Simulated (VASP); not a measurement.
# Cu (I4/mmm) in VASP: a series of runs

Runs on Cu. Level: PBEsol. Tasks: single point.

All numbers are computed with VASP 6.6.1; they aren't measurements. Logs are shortened: lines on timing, memory, paths and dates and some standing lists are left out, and cuts for length are marked.

## Step 1: The cell of the first run

Symmetry: I4/mmm, No. 139, tetragonal system. Conventional cell: a = 2.800 Å, b = 2.800 Å, c = 2.898 Å, α = 90.00°, β = 90.00°, γ = 90.00°. Within 3.2 Å of Cu (site symmetry 4/mmm) lie 14 Cu at 2.45 to 2.90 Å.

## Step 2: Single point, PBEsol

INCAR reads:

```
SYSTEM = Cu
PREC = Accurate
ENCUT = 520
EDIFF = 1E-7
ISMEAR = 0
SIGMA = 0.15
LREAL = .FALSE.
LASPH = .TRUE.
NELM = 60
ALGO = Fast
ISIF = 2
LWAVE = .FALSE.
LCHARG = .FALSE.
GGA = PS
NBANDS = 12
```

KPOINTS reads:

```
Automatic mesh
0
G
  34 34 34
  0 0 0
```

POSCAR reads:

```
Cu
1.0
   -1.3999027085      1.3999027085      1.4492267134
    1.3999027085     -1.3999027085      1.4492267134
    1.3999027085      1.3999027085     -1.4492267134
Cu
1
Direct
    0.0000000000      0.0000000000      0.0000000000
```

Potentials or basis: VASP PAW PBE potentials, release 64 (Cu).

The run is started by

```sh
$ cat potpaw_PBE.64/Cu/POTCAR > POTCAR
$ mpirun -np 1 vasp_std > vasp.out
```

OUTCAR:

```text
SYSTEM = Cu
   PREC = Accurate
   ENCUT = 520
   EDIFF = 1E-7
   ISMEAR = 0
   LREAL = .FALSE.
   LASPH = .TRUE.
   NELM = 60
   ISIF = 2
   GGA = PS

 ion  position               nearest neighbor table
   1  0.000  0.000  0.000-

  LATTYP: Found a body centered tetragonal cell.
 ALAT       =     2.7998054170
 C/A-ratio  =     1.0352338806

  Lattice vectors:

 A1 = (  -1.3999027085,   1.3999027085,   1.4492267134)
 A2 = (   1.3999027085,  -1.3999027085,   1.4492267134)
 A3 = (   1.3999027085,   1.3999027085,  -1.4492267134)

Analysis of symmetry for initial positions (statically):
=====================================================================
 Subroutine PRICEL returns:
 Original cell was already a primitive cell.

 Routine SETGRP: Setting up the symmetry group for a
 body centered tetragonal supercell.

 Subroutine GETGRP returns: Found 16 space group operations
 (whereof 16 operations were pure point group operations)
 out of a pool of 16 trial point group operations.

The static configuration has the point symmetry D_4h.

Analysis of symmetry for dynamics (positions and initial velocities):
=====================================================================
 Subroutine PRICEL returns:
 Original cell was already a primitive cell.

 Routine SETGRP: Setting up the symmetry group for a
 body centered tetragonal supercell.

 Subroutine GETGRP returns: Found 16 space group operations
 (whereof 16 operations were pure point group operations)
 out of a pool of 16 trial point group operations.

The dynamic configuration has the point symmetry D_4h.

 Subroutine INISYM returns: Found 16 space group operations
 (whereof 16 operations are pure point group operations),
 and found     1 'primitive' translations

----------------------------------------------------------------------------------------

                                     Primitive cell

  volume of cell :      11.3604

  direct lattice vectors                    reciprocal lattice vectors
    -1.399902708  1.399902708  1.449226713     0.000000000  0.357167678  0.345011581
     1.399902708 -1.399902708  1.449226713     0.357167678  0.000000000  0.345011581
     1.399902708  1.399902708 -1.449226713     0.357167678  0.357167678  0.000000000

  length of vectors
     2.453510394  2.453510394  2.453510394     0.496590114  0.496590114  0.505111374

  position of ions in fractional coordinates (direct lattice)
     0.000000000  0.000000000  0.000000000

  ion indices of the primitive-cell ions
   primitive index   ion index
                 1           1

----------------------------------------------------------------------------------------

 KPOINTS: Automatic mesh

Automatic generation of k-mesh.
 Grid dimensions read from file:
 generate k-points for:   34   34   34

 Generating k-lattice:

  Cartesian coordinates                     Fractional coordinates (reciprocal lattice)
     0.000000000  0.010504932  0.010147399     0.029411765 -0.000000000  0.000000000
     0.010504932  0.000000000  0.010147399    -0.000000000  0.029411765  0.000000000
     0.010504932  0.010504932  0.000000000     0.000000000  0.000000000  0.029411765

  Length of vectors
     0.014605592  0.014605592  0.014856217

  Shift w.r.t. Gamma in fractional coordinates (k-lattice)
     0.000000000  0.000000000  0.000000000

 Subroutine IBZKPT returns following result:
 ===========================================

 Found   2844 irreducible k-points:

 Following reciprocal coordinates:
            Coordinates               Weight
  0.000000  0.000000  0.000000      1.000000
  0.029412  0.000000 -0.000000      8.000000
  0.058824  0.000000 -0.000000      8.000000
  0.088235  0.000000 -0.000000      8.000000
  0.117647  0.000000  0.000000      8.000000
  0.147059  0.000000 -0.000000      8.000000
[... 16 lines left out ...]
  0.147059  0.029412 -0.000000     16.000000
  0.176471  0.029412 -0.000000     16.000000
 [... further k-points ...]
   k-points           NKPTS =   2844   k-points in BZ     NKDIM =   2844   number of bands    NBANDS=     12
   number of dos      NEDOS =    301   number of ions     NIONS =      1
   total plane-waves  NPLWV =   5832
   dimension x,y,z NGX =    18 NGY =   18 NGZ =   18
   dimension x,y,z NGXF=    36 NGYF=   36 NGZF=   36
   ions per type =               1
   NGX,Y,Z   is equivalent  to a cutoff of  12.20, 12.20, 12.20 a.u.
   NGXF,Y,Z  is equivalent  to a cutoff of  24.39, 24.39, 24.39 a.u.
 SYSTEM =  Cu
   PREC   = accura    normal or accurate (medium, high low for compatibility)
   ISTART =      0    job   : 0-new  1-cont  2-samecut
   ICHARG =      2    charge: 1-file 2-atom 10-const
   ISPIN  =      1    spin polarized calculation?
   LNONCOLLINEAR =      F non collinear calculations
   LSORBIT =      F    spin-orbit coupling
   LASPH  =      T    aspherical Exc in radial PAW
   ENCUT  =  520.0 eV  38.22 Ry    6.18 a.u.   4.56  4.56  4.56*2*pi/ulx,y,z
   NELM   =     60;   NELMIN=  2; NELMDL= -5     # of ELM steps
   EDIFF  = 0.1E-06   stopping-criterion for ELM
   LREAL  =      F    real-space projection
   EDIFFG = 0.1E-05   stopping-criterion for IOM
   NSW    =      0    number of steps for IOM
   IBRION =     -1    ionic relax: 0-MD 1-quasi-New 2-CG
   NFREE  =      0    steps in history (QN), initial steepest desc. (CG)
   ISIF   =      2    stress and relaxation
   ISYM   =      2    0-nonsym 1-usesym 2-fastsym
   POTIM  = 0.5000    time-step for ionic-motion
   TEBEG  =    0.0;   TEEND  =   0.0 temperature during run
   PSTRESS=    0.0 pullay stress
   NELECT =      11.0000    total number of electrons
   NUPDOWN=      -1.0000    fix difference up-down
   EMIN   =  10.00;   EMAX   =-10.00  energy-range for DOS
   EFERMI =   0.00;   METHOD = LEGACY
   ISMEAR =     0;   SIGMA  =   0.15  broadening in eV -4-tet -1-fermi 0-gaus
   EFERMI_NEDOS =   21; number of points for ismear=-14 and -15
   IALGO  =     68    algorithm
   IMIX   =      4    mixing-type and parameters
     AMIX     =   0.40;   BMIX     =  1.00
     AMIX_MAG =   1.60;   BMIX_MAG =  1.00
  volume/ion in A,a.u.               =      11.36        76.66
  Fermi-wavevector in a.u.,A,eV,Ry     =   1.619602  3.060605 35.689600  2.623112
  Thomas-Fermi vector in A             =   2.713677
   LORBIT       =      0    0 simple, 1 ext, 2 COOP (PROOUT), +10 PAW based schemes
   GGA     = PS    functional components
   LHFCALC =     F    Hartree Fock is set to
   AEXX    =    0.0000 exact exchange contribution
   IVDW    =     0    specifies the selected vdW correction
   LEPSILON=     F    determine dielectric tensor
   LRPA    =     F    only Hartree local field effects (RPA)
 non-spin polarized calculation
 RMM-DIIS sequential band-by-band and
 Gauss-broadening in eV      SIGMA  =   0.15
  energy-cutoff  :      520.00
  volume of cell :       11.36
 maximum number of plane-waves:       329
   NGX =  9   NGY =  9   NGZ =  9

 number of electron      10.9999996 magnetization

 Free energy of the ion-electron system (eV)
  ---------------------------------------------------
  ext. energy  EPLUGINS =         0.00000000
  ---------------------------------------------------
  free energy    TOTEN  =        -4.27257687 eV

  energy without entropy =       -4.26877492  energy(sigma->0) =       -4.27067590

 E-fermi :   7.8833     XC(G=0): -13.1375

 val. band max:        7.8819717253   @ k =  -0.1176  -0.4118   0.0294
 cond. band min:       7.8844388215   @ k =  -0.2647   0.3824   0.2059
 fundamental gap:      0.0024670962
 Fermi energy:         7.8833281279

 k-point     1 :       0.0000    0.0000    0.0000
  band No.  band energies     occupation
      1      -1.7937      2.00000
      2       4.6186      2.00000
      3       4.6186      2.00000
      4       4.7551      2.00000
      5       5.6650      2.00000
      6       5.8077      2.00000
      7      32.8199      0.00000
      8      33.5089      0.00000
      9      33.5089      0.00000
     10      36.6252      0.00000
     11      37.1138      0.00000
     12      37.7832      0.00000

 k-point     2 :       0.0294    0.0000   -0.0000
  band No.  band energies     occupation
      1      -1.7597      2.00000
      2       4.6187      2.00000
      3       4.6221      2.00000
      4       4.7587      2.00000
      5       5.6604      2.00000
      6       5.8055      2.00000
      7      32.5537      0.00000
      8      33.2740      0.00000
      9      33.4167      0.00000
     10      36.0596      0.00000
     11      36.6703      0.00000
     12      36.8890      0.00000

 k-point     3 :       0.0588    0.0000   -0.0000
  band No.  band energies     occupation
      1      -1.6579      2.00000
      2       4.6184      2.00000
      3       4.6244      2.00000
      4       4.7774      2.00000
      5       5.6466      2.00000
      6       5.8002      2.00000
      7      31.5784      0.00000
      8      32.9230      0.00000
      9      33.1690      0.00000
     10      35.4492      0.00000
     11      35.8592      0.00000
     12      36.0211      0.00000
[... 286 lines left out ...]
 k-point    23 :       0.1471    0.0294   -0.0000
  band No.  band energies     occupation
      1      -0.7720      2.00000
      2       4.5044      2.00000
      3       4.5890      2.00000
      4       5.0925      2.00000
      5       5.5408      2.00000
      6       5.7915      2.00000
      7      26.2702      0.00000
      8      30.0606      0.00000
      9      31.6911      0.00000
     10      32.7750      0.00000
     11      34.8819      0.00000
     12      35.8079      0.00000

 k-point    24 :       0.1765    0.0294   -0.0000
  band No.  band energies     occupation
      1      -0.3931      2.00000
      2       4.4465      2.00000
      3       4.5707      2.00000
      4       5.2311      2.00000
      5       5.5232      2.00000
      6       5.7904      2.00000
      7      24.6807      0.00000
      8      29.4138      0.00000
      9      30.9318      0.00000
     10      32.3252      0.00000
     11      34.5098      0.00000
     12      36.2444      0.00000

 [... further k-points ...]

------------------------ aborting loop because EDIFF is reached ----------------------------------------

  FORCE on cell =-STRESS in cart. coord.  units (eV):
  Direction    XX          YY          ZZ          XY          YZ          ZX
  --------------------------------------------------------------------------------------
  -------------------------------------------------------------------------------------
  Total        0.0598497      0.0598497      0.0988081      0.0000000     -0.0000000      0.0000000
  in kB        8.4407462      8.4407462     13.9351345      0.0000000     -0.0000000      0.0000000
  external PRESSURE =      10.2722090 kB  Pullay stress =       0.0000000 kB

 VOLUME and BASIS-vectors are now :
 -----------------------------------------------------------------------------
  energy-cutoff  :      520.00
  volume of cell :       11.36
      direct lattice vectors                 reciprocal lattice vectors
    -1.399902708  1.399902708  1.449226713     0.000000000  0.357167678  0.345011581
     1.399902708 -1.399902708  1.449226713     0.357167678  0.000000000  0.345011581
     1.399902708  1.399902708 -1.449226713     0.357167678  0.357167678  0.000000000

 POSITION                                       TOTAL-FORCE (eV/Angst)
 -----------------------------------------------------------------------------------
      0.00000      0.00000      0.00000        -0.000000      0.000000      0.000000
 -----------------------------------------------------------------------------------
    total drift:                                0.000000      0.000000      0.000000

  FREE ENERGIE OF THE ION-ELECTRON SYSTEM (eV)
  ---------------------------------------------------
  free  energy   TOTEN  =        -4.2725768693 eV

  energy  without entropy=       -4.2687749213  energy(sigma->0) =       -4.27067590
```

Run time: 7.3 min. Hardware: 1 thread of Intel Xeon 8259CL, shared host; peak memory 0.47 GiB.

What came out:

| Quantity | Value |
| --- | --- |
| Free energy | -4.2726 eV |
| Pressure | 1.0 GPa |
| Band gap on the k mesh | zero (an odd number of electrons rules out a gap without spin polarisation) |

Stress tensor (GPa, compression positive):
```
0.84 0.00 0.00
0.00 0.84 0.00
0.00 0.00 1.39
```

Levels at points of the mesh, in eV from the Fermi level:
```
           k point  band 3  band 4  band 5  band 6  band 7  band 8  band 9  band 10
(0.00, 0.00, 0.00)   -3.26   -3.13   -2.22   -2.08   24.94   25.63   25.63    28.74
(0.50, 0.00, 0.00)   -2.26   -2.02   -1.38   -0.80    4.43   18.11   18.34    22.10
(0.50, 0.50, 0.00)   -2.09   -1.98   -1.35   -0.54    4.81   17.21   17.32    21.27
(0.50, 0.50, 0.50)   -1.57   -1.54   -1.54    7.46    8.78    8.78   13.41    14.25
```

Caveat: the PAW data sets were made with another functional, which shifts forces and pressure a little.

## Step 3: Single point, PBEsol

INCAR reads:

```
PREC = Accurate
ENCUT = 700
EDIFF = 1E-6
ISMEAR = 0
SIGMA = 0.15
LREAL = False
LASPH = True
NELM = 120
ALGO = Normal
ISIF = 2
LWAVE = False
LCHARG = False
GGA = PS
NBANDS = 16
GGA_COMPAT = False
```

KPOINTS reads:

```
Automatic mesh
0
Gamma
  34 34 34
```

POSCAR reads:

```
Cu
1.0
   -1.4217797220      1.4217797220      1.4049711508
    1.4217797220     -1.4217797220      1.4049711508
    1.4217797220      1.4217797220     -1.4049711508
Cu
1
Direct
    0.0000000000      0.0000000000      0.0000000000
```

Potentials or basis: VASP PAW PBE potentials, release 64 (Cu_sv_GW).

The run is started by

```sh
$ cat potpaw_PBE.64/Cu_sv_GW/POTCAR > POTCAR
$ mpirun -np 1 vasp_std > vasp.out
```

It took 15 min on 1 thread of Intel Xeon Platinum 8375C at 2.90GHz (Ice Lake), shared host; peak memory 0.99 GiB.

Results (log left out):

```yaml
Free_energy: -4.3501 eV
Pressure: -4.0 GPa
Band_gap_on_the_k_mesh: zero (an odd number of electrons rules out a gap without spin polarisation)
```

Stress tensor (GPa, compression positive):
```
-4.01  0.00  0.00
 0.00 -4.01  0.00
 0.00  0.00 -4.12
```

Levels at points of the mesh, in eV from the Fermi level:
```csv
k point,band 8,band 9,band 10,band 11,band 12,band 13
"(0.00, 0.00, 0.00)",-3.19,-2.13,-2.08,25.33,25.33,25.61
"(0.50, 0.00, 0.00)",-1.98,-1.32,-0.74,4.58,17.66,17.82
"(0.50, 0.50, 0.00)",-2.00,-1.33,-0.84,4.45,17.97,18.17
"(0.50, 0.50, 0.50)",-1.51,-1.50,8.12,8.12,8.58,13.78
```

Caveat: the cell stands under tension; the PAW data sets were made with another functional, which shifts forces and pressure a little.
